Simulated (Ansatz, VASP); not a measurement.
**HfO2 in VASP and in Ansatz**

```
CELL_PARAMETERS angstrom
3.19882 0.00000 0.00000
0.00000 3.60430 0.00000
0.00000 0.00000 5.26397
ATOMIC_POSITIONS crystal
Hf 0.50000 0.50000 0.50000
Hf 0.00000 0.00000 0.00000
O 0.00000 0.50000 0.69325
O 0.50000 0.00000 0.80675
O 0.50000 0.00000 0.30675
O 0.00000 0.50000 0.19325
```

Change from the starting cell: strain -0.1125 x Voigt [1, 0, 0, 0, 0, 0], atoms carried along.

Alike in both runs: task single point; functional PBE; k mesh 6 × 6 × 4; occupations gaussian, width 0.05 eV; no spin polarisation.

|  | VASP | Ansatz |
| --- | --- | --- |
| version | VASP 6.6.1 | Ansatz 0.2.0 |
| potentials or method | VASP PAW PBE potentials, release 64 (Hf_pv, O), cutoff 520 eV | scalar-relativistic, plane waves, PAW |
| valence electrons in the cell | 44 | 76 |

VASP gave:

| Quantity | Value |
| --- | --- |
| gap on the k mesh at the Fermi level (eV) | 4.85 |
| least direct gap on the mesh (eV) | 4.91 |
| pressure (GPa) | 39.0 |
| traceless stress, the component that is largest in VASP (GPa) | 34.58 |
| rms of the force components (eV/Å) | 1.524 |

Problem. Estimate Ansatz's values.

Solution. gap on the k mesh at the Fermi level (eV): 4.85; least direct gap on the mesh (eV): 4.90; pressure (GPa): 42.7; traceless stress, the component that is largest in VASP (GPa): 34.42; rms of the force components (eV/Å): 1.533.

Atom by atom the forces differ by 0.027 eV/Å (rms over components). Both programs put the cell under a high pressure, so it lies far from rest at this level. The functional is the same, so the differences come from potentials, cutoffs and numerics. VASP's potentials hold 44 valence electrons a cell and Ansatz's 76, so a difference there can come from the potentials and not from the codes.

Spin-orbit coupling is off throughout.
